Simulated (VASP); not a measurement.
CaZn3, 4 atoms in the cell. It takes space group Pm-3m (No. 221, cubic). The conventional cell has a = 4.335 Å, b = 4.335 Å, c = 4.335 Å, α = 90.00°, β = 90.00°, γ = 90.00°. Within 4.0 Å of Ca (site symmetry m-3m) lie 12 Zn at 3.07 Å. Zn (site symmetry 4/mmm) has 4 Ca at 3.07 Å and 8 Zn at 3.07 Å within 4.0 Å. 

| Property | Result |
| --- | --- |
| Program | VASP 6.6.1 |
| Task | single point |
| Functional | PBEsol |
| Potentials or basis | VASP PAW PBE potentials, release 64 (Ca_sv, Zn) |
| Cutoff | 520 eV |
| k mesh | 6 × 6 × 6 |
| Occupations | fermi-dirac, width 0.05 eV |
| Spin | no spin polarisation |
| Dipole correction | no |
| Further INCAR settings | ALGO = Normal; EDIFF = 1e-07; NBANDS = 31 |

Potentials or basis: VASP PAW PBE potentials, release 64 (Ca_sv, Zn).

Launch:

```sh
$ cat potpaw_PBE.64/Ca_sv/POTCAR potpaw_PBE.64/Zn/POTCAR > POTCAR
$ mpirun -np 1 vasp_std > vasp.out
```

Hardware: 1 thread of Intel Xeon 6975P-C, on a shared host.

**Question.** Estimate the wall time of this run.

**Answer.** Run time: 27 s on 1 thread of Intel Xeon 6975P-C, with other jobs on the host, peak memory 0.2 GiB. Counts: scf iterations 13, k points 20.
